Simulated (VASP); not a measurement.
AlB2N3:

```xyz
6
Lattice="-1.5394 1.5394 6.5312 1.5394 -1.5394 6.5312 1.5394 1.5394 -6.5312" Properties=species:S:1:pos:R:3 pbc="T T T"
Al    0.0000    0.0000    6.5312
B     0.0000    0.0000   10.8853
B     0.0000    0.0000    2.1771
N     0.0000    0.0000    0.0000
N     0.0000    0.0000    8.7083
N     0.0000    0.0000    4.3541
```

* Program: VASP 6.6.1
* Task: relaxation of cell and atoms
* Functional: PBE
* Potentials or basis: VASP PAW PBE potentials, release 64 (Al, B, N)
* Cutoff: 600 eV
* k mesh: 8 × 8 × 8
* Occupations: gaussian, width 0.1 eV
* Spin: no spin polarisation

At the start: pressure -51.2 GPa; volume 10.32 Å³/atom.

Question: Where does the relaxation end?

Answer: Over 12 steps the energy falls by 1076.3 meV/atom and the volume is 6.69 Å³/atom (-35.2 %); space group I4/mmm (No. 139, to 0.05 Å).

Step by step:
```tsv
step	energy change (eV)	largest force (eV/Å)	pressure (GPa)	volume (Å³)
1	0.0000	0.8498	-51.20	61.91
2	-5.5746	2.9833	22.80	36.82
3	-5.7065	2.8103	2.85	38.93
4	-6.2123	1.2299	17.09	37.68
5	-6.2211	1.3974	14.68	37.81
6	-6.3460	2.1794	4.15	40.38
7	-6.4110	1.2764	6.21	39.45
8	-6.4045	1.1990	-7.26	40.92
9	-6.4555	0.2140	-0.64	40.14
10	-6.4578	0.0542	0.44	40.08
11	-6.4578	0.0426	0.26	40.09
12	-6.4580	0.0196	0.07	40.14
```

Final structure:
```cif
data_structure
_symmetry_space_group_name_H-M 'P 1'
_symmetry_Int_Tables_number 1
_cell_length_a 5.7918
_cell_length_b 5.7918
_cell_length_c 5.7918
_cell_angle_alpha 152.941
_cell_angle_beta 152.941
_cell_angle_gamma 38.640
_cell_volume 40.14
loop_
_atom_site_label
_atom_site_type_symbol
_atom_site_fract_x
_atom_site_fract_y
_atom_site_fract_z
_atom_site_occupancy
Al1 Al 0.50000 0.50000 0.00000 1
B1 B 0.81982 0.81982 0.00000 1
B2 B 0.18018 0.18018 0.00000 1
N1 N 0.00000 0.00000 0.00000 1
N2 N 0.68009 0.68009 0.00000 1
N3 N 0.31991 0.31991 0.00000 1
```

Caveat: the volume moved by over 15 % at a fixed basis, so the end points are rough.
